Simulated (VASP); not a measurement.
Set up this calculation in VASP 6.6.1, as the native input.

```yaml
Task: single point
Functional: PBEsol
Potentials_or_basis: VASP PAW PBE potentials, release 64 (Rh_pv)
Cutoff: 520 eV
k_mesh: 22 × 22 × 22
Occupations: gaussian, width 0.15 eV
Spin: no spin polarisation
Dipole_correction: no
Further_INCAR_settings: ALGO = Normal; EDIFF = 1e-06; NBANDS = 14
```

The structure of Rh lies in POSCAR:

```
Rh
1.0
    0.0000000000      1.9966275000      1.9966275000
    1.9966275000      0.0000000000      1.9966275000
    1.9966275000      1.9966275000      0.0000000000
Rh
1
Direct
    0.0000000000      0.0000000000      0.0000000000
```

This cell differs from its parent crystal: strain +0.050 along x and y, +0.050 along z.

These files were run (other wordings do the same):

INCAR

```
SYSTEM = Rh
PREC = Accurate
ENCUT = 520
EDIFF = 1E-6
ISMEAR = 0
SIGMA = 0.15
LREAL = .False.
LASPH = .True.
NELM = 80
ALGO = Normal
ISIF = 2
LWAVE = .False.
LCHARG = .True.
GGA = PS
LELF = .True.
LVHAR = .True.
NBANDS = 14
```

KPOINTS

```
regular mesh
0
Gamma
  22 22 22
  0 0 0
```

Potentials or basis: VASP PAW PBE potentials, release 64 (Rh_pv).

Run with:

```bash
$ cat potpaw_PBE.64/Rh_pv/POTCAR > POTCAR
$ mpirun -np 1 vasp_std > vasp.out
```

Results of the run:

| Property | Result |
| --- | --- |
| Pressure | -31.7 GPa |

Caveat: the cell differs from its parent crystal (strain +0.050 along x and y, +0.050 along z); the PAW data sets were made with another functional, which shifts forces and pressure a little.

Run time: 42 s on 1 thread of AMD EPYC 9R45 96-Core Processor (Zen 5), on a shared host, peak memory 0.16 GiB.
